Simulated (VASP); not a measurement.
# BP (ha.bB) (F-43m) in VASP: single point with PBE

Aim: the single point of BP (ha.bB) with PBE.

Everything below comes from runs of VASP 6.6.1. Logs are shortened: lines on timing, memory, paths and dates and some standing lists are left out, and cuts for length are marked.

### 1 The cell of the first run

It takes space group F-43m (No. 216, cubic). The conventional cell has a = 4.548 Å, b = 4.548 Å, c = 4.548 Å, α = 90.00°, β = 90.00°, γ = 90.00°. B (site symmetry -43m) has 4 P at 1.97 Å within 2.6 Å. Within 2.6 Å of P (site symmetry -43m) lie 4 B at 1.97 Å.

### 2 Single point, PBE

The input, INCAR:

```
PREC     = Accurate       # precision mode
ENCUT    = 500            # plane-wave cutoff, eV
EDIFF    = 1E-6           # SCF threshold, eV
ISMEAR   = 0              # smearing method
SIGMA    = 0.02           # smearing width, eV
LREAL    = False          # projectors in reciprocal space
LASPH    = True           # aspherical terms in the spheres
NELM     = 120            # most SCF steps
ALGO     = Normal         # electronic algorithm
ISIF     = 2              # what is computed and relaxed
LWAVE    = False          # write WAVECAR
LCHARG   = False          # write CHGCAR
GGA      = PE             # functional
NBANDS   = 11             # bands
GGA_COMPAT= False
```

The input, KPOINTS:

```
regular mesh
0
Gamma
  10 10 10
```

The input, POSCAR:

```
BP
1.0
    0.0000000000      2.2740784672      2.2740784672
    2.2740784672      0.0000000000      2.2740784672
    2.2740784672      2.2740784672      0.0000000000
B P
1 1
Direct
    0.0000000000      0.0000000000      0.0000000000
    0.2500000000      0.2500000000      0.2500000000
```

Potentials or basis: VASP PAW PBE potentials, release 64 (B, P).

On the command line:

```sh
$ cat potpaw_PBE.64/B/POTCAR potpaw_PBE.64/P/POTCAR > POTCAR
$ mpirun -np 1 vasp_std > vasp.out
```

OUTCAR:

```text
PREC = Accurate
   ENCUT = 500
   EDIFF = 1E-6
   ISMEAR = 0
   LREAL = False
   LASPH = True
   NELM = 120
   ISIF = 2
   GGA = PE

 ion  position               nearest neighbor table
   1  0.000  0.000  0.000-   2 1.97   2 1.97   2 1.97   2 1.97
   2  0.250  0.250  0.250-   1 1.97   1 1.97   1 1.97   1 1.97

  LATTYP: Found a face centered cubic cell.
 ALAT       =     4.5481569344

  Lattice vectors:

 A1 = (   0.0000000000,   2.2740784672,   2.2740784672)
 A2 = (   2.2740784672,   0.0000000000,   2.2740784672)
 A3 = (   2.2740784672,   2.2740784672,   0.0000000000)

Analysis of symmetry for initial positions (statically):
=====================================================================
 Subroutine PRICEL returns:
 Original cell was already a primitive cell.

 Routine SETGRP: Setting up the symmetry group for a
 face centered cubic supercell.

 Subroutine GETGRP returns: Found 24 space group operations
 (whereof 24 operations were pure point group operations)
 out of a pool of 48 trial point group operations.

The static configuration has the point symmetry T_d .

Analysis of symmetry for dynamics (positions and initial velocities):
=====================================================================
 Subroutine PRICEL returns:
 Original cell was already a primitive cell.

 Routine SETGRP: Setting up the symmetry group for a
 face centered cubic supercell.

 Subroutine GETGRP returns: Found 24 space group operations
 (whereof 24 operations were pure point group operations)
 out of a pool of 48 trial point group operations.

The dynamic configuration has the point symmetry T_d .

 Subroutine INISYM returns: Found 24 space group operations
 (whereof 24 operations are pure point group operations),
 and found     1 'primitive' translations

----------------------------------------------------------------------------------------

                                     Primitive cell

  volume of cell :      23.5205

  direct lattice vectors                    reciprocal lattice vectors
     0.000000000  2.274078467  2.274078467    -0.219869282  0.219869282  0.219869282
     2.274078467  0.000000000  2.274078467     0.219869282 -0.219869282  0.219869282
     2.274078467  2.274078467  0.000000000     0.219869282  0.219869282 -0.219869282

  length of vectors
     3.216032610  3.216032610  3.216032610     0.380824768  0.380824768  0.380824768

  position of ions in fractional coordinates (direct lattice)
     0.000000000  0.000000000  0.000000000
     0.250000000  0.250000000  0.250000000

  ion indices of the primitive-cell ions
   primitive index   ion index
                 1           1
                 2           2

----------------------------------------------------------------------------------------

 KPOINTS: regular mesh

Automatic generation of k-mesh.
 Grid dimensions read from file:
 generate k-points for:   10   10   10

 Generating k-lattice:

  Cartesian coordinates                     Fractional coordinates (reciprocal lattice)
    -0.021986928  0.021986928  0.021986928     0.100000000  0.000000000  0.000000000
     0.021986928 -0.021986928  0.021986928     0.000000000  0.100000000  0.000000000
     0.021986928  0.021986928 -0.021986928     0.000000000  0.000000000  0.100000000

  Length of vectors
     0.038082477  0.038082477  0.038082477

  Shift w.r.t. Gamma in fractional coordinates (k-lattice)
     0.000000000  0.000000000  0.000000000

 Subroutine IBZKPT returns following result:
 ===========================================

 Found     47 irreducible k-points:

 Following reciprocal coordinates:
            Coordinates               Weight
  0.000000  0.000000  0.000000      1.000000
  0.100000  0.000000  0.000000      8.000000
  0.200000  0.000000  0.000000      8.000000
  0.300000  0.000000  0.000000      8.000000
  0.400000  0.000000  0.000000      8.000000
  0.500000  0.000000  0.000000      4.000000
[... 16 lines left out ...]
  0.300000  0.300000  0.000000      6.000000
  0.400000  0.300000  0.000000     24.000000
 [... further k-points ...]
   k-points           NKPTS =     47   k-points in BZ     NKDIM =     47   number of bands    NBANDS=     11
   number of dos      NEDOS =    301   number of ions     NIONS =      2
   total plane-waves  NPLWV =  13824
   dimension x,y,z NGX =    24 NGY =   24 NGZ =   24
   dimension x,y,z NGXF=    48 NGYF=   48 NGZF=   48
   ions per type =               1   1
   NGX,Y,Z   is equivalent  to a cutoff of  12.41, 12.41, 12.41 a.u.
   NGXF,Y,Z  is equivalent  to a cutoff of  24.81, 24.81, 24.81 a.u.
 SYSTEM =  unknown system
   PREC   = accura    normal or accurate (medium, high low for compatibility)
   ISTART =      0    job   : 0-new  1-cont  2-samecut
   ICHARG =      2    charge: 1-file 2-atom 10-const
   ISPIN  =      1    spin polarized calculation?
   LNONCOLLINEAR =      F non collinear calculations
   LSORBIT =      F    spin-orbit coupling
   LASPH  =      T    aspherical Exc in radial PAW
   ENCUT  =  500.0 eV  36.75 Ry    6.06 a.u.   5.86  5.86  5.86*2*pi/ulx,y,z
   NELM   =    120;   NELMIN=  2; NELMDL= -5     # of ELM steps
   EDIFF  = 0.1E-05   stopping-criterion for ELM
   LREAL  =      F    real-space projection
   EDIFFG = 0.1E-04   stopping-criterion for IOM
   NSW    =      0    number of steps for IOM
   IBRION =     -1    ionic relax: 0-MD 1-quasi-New 2-CG
   NFREE  =      0    steps in history (QN), initial steepest desc. (CG)
   ISIF   =      2    stress and relaxation
   ISYM   =      2    0-nonsym 1-usesym 2-fastsym
   POTIM  = 0.5000    time-step for ionic-motion
   TEBEG  =    0.0;   TEEND  =   0.0 temperature during run
   PSTRESS=    0.0 pullay stress
   NELECT =       8.0000    total number of electrons
   NUPDOWN=      -1.0000    fix difference up-down
   EMIN   =  10.00;   EMAX   =-10.00  energy-range for DOS
   EFERMI =   0.00;   METHOD = LEGACY
   ISMEAR =     0;   SIGMA  =   0.02  broadening in eV -4-tet -1-fermi 0-gaus
   EFERMI_NEDOS =   21; number of points for ismear=-14 and -15
   IALGO  =     38    algorithm
   IMIX   =      4    mixing-type and parameters
     AMIX     =   0.40;   BMIX     =  1.00
     AMIX_MAG =   1.60;   BMIX_MAG =  1.00
  volume/ion in A,a.u.               =      11.76        79.36
  Fermi-wavevector in a.u.,A,eV,Ry     =   1.142763  2.159508 17.767937  1.305907
  Thomas-Fermi vector in A             =   2.279460
   LORBIT       =      0    0 simple, 1 ext, 2 COOP (PROOUT), +10 PAW based schemes
   GGA     = PE    functional components
   LHFCALC =     F    Hartree Fock is set to
   AEXX    =    0.0000 exact exchange contribution
   IVDW    =     0    specifies the selected vdW correction
   LEPSILON=     F    determine dielectric tensor
   LRPA    =     F    only Hartree local field effects (RPA)
 non-spin polarized calculation
 Gauss-broadening in eV      SIGMA  =   0.02
  energy-cutoff  :      500.00
  volume of cell :       23.52
 maximum number of plane-waves:       610
   NGX = 11   NGY = 11   NGZ = 11

 number of electron       8.0000000 magnetization

 Free energy of the ion-electron system (eV)
  ---------------------------------------------------
  ext. energy  EPLUGINS =         0.00000000
  ---------------------------------------------------
  free energy    TOTEN  =       -12.93057768 eV

  energy without entropy =      -12.93057768  energy(sigma->0) =      -12.93057768

 E-fermi :   7.4774     XC(G=0): -10.8784

 val. band max:        7.3537689288   @ k =   0.0000   0.0000   0.0000
 cond. band min:       8.6021455944   @ k =   0.4000   0.4000   0.0000
 fundamental gap:      1.2483766656
 Fermi energy:         7.4773581694

 k-point     1 :       0.0000    0.0000    0.0000
  band No.  band energies     occupation
      1      -8.0469      2.00000
      2       7.3538      2.00000
      3       7.3538      2.00000
      4       7.3538      2.00000
      5      10.7447      0.00000
      6      10.7447      0.00000
      7      10.7447      0.00000
      8      14.6262      0.00000
      9      18.8215      0.00000
     10      19.4634      0.00000
     11      19.4634      0.00000

 k-point     2 :       0.1000    0.0000    0.0000
  band No.  band energies     occupation
      1      -7.8677      2.00000
      2       6.0567      2.00000
      3       7.0608      2.00000
      4       7.0608      2.00000
      5      11.1505      0.00000
      6      11.1505      0.00000
      7      11.1747      0.00000
      8      15.1543      0.00000
      9      18.7838      0.00000
     10      18.7838      0.00000
     11      19.3866      0.00000

 k-point     3 :       0.2000    0.0000    0.0000
  band No.  band energies     occupation
      1      -7.3372      2.00000
      2       3.7249      2.00000
      3       6.5046      2.00000
      4       6.5046      2.00000
      5      11.3604      0.00000
      6      11.8677      0.00000
      7      11.8677      0.00000
      8      16.3467      0.00000
      9      18.1855      0.00000
     10      18.1855      0.00000
     11      20.2443      0.00000

 k-point     4 :       0.3000    0.0000    0.0000
  band No.  band energies     occupation
      1      -6.4854      2.00000
      2       1.3771      2.00000
      3       6.0176      2.00000
      4       6.0176      2.00000
      5      11.2596      0.00000
      6      12.2002      0.00000
      7      12.2002      0.00000
      8      17.2851      0.00000
      9      18.7549      0.00000
     10      18.7549      0.00000
     11      20.4970      0.00000
[... 239 lines left out ...]
 k-point    22 :      -0.2000    0.2000    0.0000
  band No.  band energies     occupation
      1      -6.1956      2.00000
      2       2.1208      2.00000
      3       3.2081      2.00000
      4       6.1159      2.00000
      5      11.8118      0.00000
      6      12.6527      0.00000
      7      13.7119      0.00000
      8      15.6462      0.00000
      9      16.8510      0.00000
     10      20.9213      0.00000
     11      23.0707      0.00000

 k-point    23 :       0.3000    0.3000    0.0000
  band No.  band energies     occupation
      1      -5.9445      2.00000
      2       2.5281      2.00000
      3       4.1528      2.00000
      4       4.1528      2.00000
      5       8.8832      0.00000
      6      11.2669      0.00000
      7      16.1771      0.00000
      8      16.1771      0.00000
      9      20.3260      0.00000
     10      21.7085      0.00000
     11      23.8091      0.00000

 k-point    24 :       0.4000    0.3000    0.0000
  band No.  band energies     occupation
      1      -5.1250      2.00000
      2       1.2082      2.00000
      3       3.3304      2.00000
      4       3.8596      2.00000
      5       9.1706      0.00000
      6      10.9788      0.00000
      7      16.7840      0.00000
      8      16.7992      0.00000
      9      21.2763      0.00000
     10      22.5778      0.00000
     11      24.3167      0.00000

 [... further k-points ...]
[... 5 lines left out ...]
  --------------------------------------------------------------------------------------
  -------------------------------------------------------------------------------------
  Total       -0.0289598     -0.0289598     -0.0289598      0.0000000      0.0000000      0.0000000
  in kB       -1.9726958     -1.9726958     -1.9726958      0.0000000      0.0000000      0.0000000
  external PRESSURE =      -1.9726958 kB  Pullay stress =       0.0000000 kB

 VOLUME and BASIS-vectors are now :
 -----------------------------------------------------------------------------
  energy-cutoff  :      500.00
  volume of cell :       23.52
      direct lattice vectors                 reciprocal lattice vectors
     0.000000000  2.274078467  2.274078467    -0.219869282  0.219869282  0.219869282
     2.274078467  0.000000000  2.274078467     0.219869282 -0.219869282  0.219869282
     2.274078467  2.274078467  0.000000000     0.219869282  0.219869282 -0.219869282

 POSITION                                       TOTAL-FORCE (eV/Angst)
 -----------------------------------------------------------------------------------
      0.00000      0.00000      0.00000         0.000000      0.000000      0.000000
      1.13704      1.13704      1.13704        -0.000000     -0.000000     -0.000000
 -----------------------------------------------------------------------------------
    total drift:                                0.000000      0.000000      0.000000

  FREE ENERGIE OF THE ION-ELECTRON SYSTEM (eV)
  ---------------------------------------------------
  free  energy   TOTEN  =       -12.9305776820 eV

  energy  without entropy=      -12.9305776820  energy(sigma->0) =      -12.93057768
```

It took 13 s on 1 thread of Intel Xeon 8259CL, shared host; peak memory 0.14 GiB.

What came out:

| Quantity | Value |
| --- | --- |
| Free energy | -12.9306 eV |
| Pressure | -0.2 GPa |
| Band gap on the k mesh | 1.25 eV, indirect (least direct gap 3.39 eV) |

Levels at points of the mesh, in eV from the valence-band top:
```csv
k point,band 2,band 3,band 4,band 5,band 6,band 7
"(0.00, 0.00, 0.00)",0.00,0.00,0.00,3.39,3.39,3.39
"(0.50, 0.00, 0.00)",-8.99,-1.75,-1.75,3.74,4.71,4.71
"(0.50, 0.50, 0.00)",-8.55,-4.09,-4.09,1.35,1.67,12.06
```
